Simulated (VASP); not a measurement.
As2Se:

```xyz
9
Lattice="3.7719 0.0136 0.0524 -1.8742 3.2527 0.0189 0.2417 0.2405 17.6862" Properties=species:S:1:pos:R:3 pbc="T T T"
As    3.9773    0.1908   11.4834
As    2.0171    1.1410   10.0211
As    0.1664    0.0931    6.4019
As    0.1019    2.2108    7.6192
As    2.0733    1.2635   15.8672
As    0.0588    2.2304    1.8207
Se    0.2269    2.3561   14.4275
Se    1.8743    1.2707    3.3528
Se    0.1777    0.2582   17.7037
```

| Property | Result |
| --- | --- |
| Program | VASP 6.6.1 |
| Task | relaxation of cell and atoms |
| Functional | PBE |
| Potentials or basis | VASP PAW PBE potentials, release 64 (As, Se) |
| Cutoff | 600 eV |
| k mesh | 6 × 6 × 2 |
| Occupations | gaussian, width 0.2 eV |
| Spin | no spin polarisation |

At the start: pressure 0.6 GPa; volume 24.15 Å³/atom.

Problem. How do energy, volume and symmetry change on relaxing?

Solution. Over 24 steps the energy falls by 43.9 meV/atom and the volume is 23.81 Å³/atom (-1.4 %); space group P1 (No. 1, to 0.1 Å) before, Cm (No. 8, to 0.1 Å).

The path:
```
step  energy change (eV)  largest force (eV/Å)  pressure (GPa)  volume (Å³)
   1              0.0000                1.5137            0.55       217.36
   2             -0.3331                0.4096           -0.87       219.92
   3             -0.3386                0.4100           -1.02       220.28
   4             -0.3714                0.3178            0.46       215.52
   5             -0.3720                0.2663            0.28       216.08
   6             -0.3827                0.1187            0.02       216.42
   7             -0.3835                0.1101           -0.08       216.55
   8             -0.3877                0.0877           -0.07       216.29
   9             -0.3883                0.1232           -0.07       216.15
  10             -0.3908                0.0526            0.06       215.62
  11             -0.3911                0.0673            0.13       215.36
  12             -0.3919                0.0439           -0.10       215.91
  13             -0.3919                0.0439           -0.10       215.91
  14             -0.3928                0.0344           -0.06       215.74
  15             -0.3931                0.0350           -0.03       215.59
  16             -0.3934                0.0344            0.03       215.34
  17             -0.3934                0.0391            0.05       215.24
  18             -0.3936                0.0348            0.02       215.24
  19             -0.3939                0.0348           -0.06       215.25
  20             -0.3941                0.0286           -0.04       215.10
  21             -0.3944                0.0306            0.03       214.66
  22             -0.3947                0.0276            0.02       214.55
  23             -0.3949                0.0331            0.01       214.36
  24             -0.3951                0.0248           -0.03       214.32
```

Final structure:
```
CELL_PARAMETERS angstrom
3.79841 0.00127 0.00692
-1.89738 3.29093 -0.00840
0.03846 -0.03328 17.14223
ATOMIC_POSITIONS crystal
As 0.00189 0.99642 0.64294
As 0.66923 0.32806 0.56661
As 0.00287 0.98903 0.35798
As 0.33531 0.65691 0.43428
As 0.66397 0.33836 0.89695
As 0.33137 0.67876 0.10244
Se 0.33308 0.66694 0.81099
Se 0.66431 0.34209 0.18824
Se 0.99797 0.00343 0.99957
```
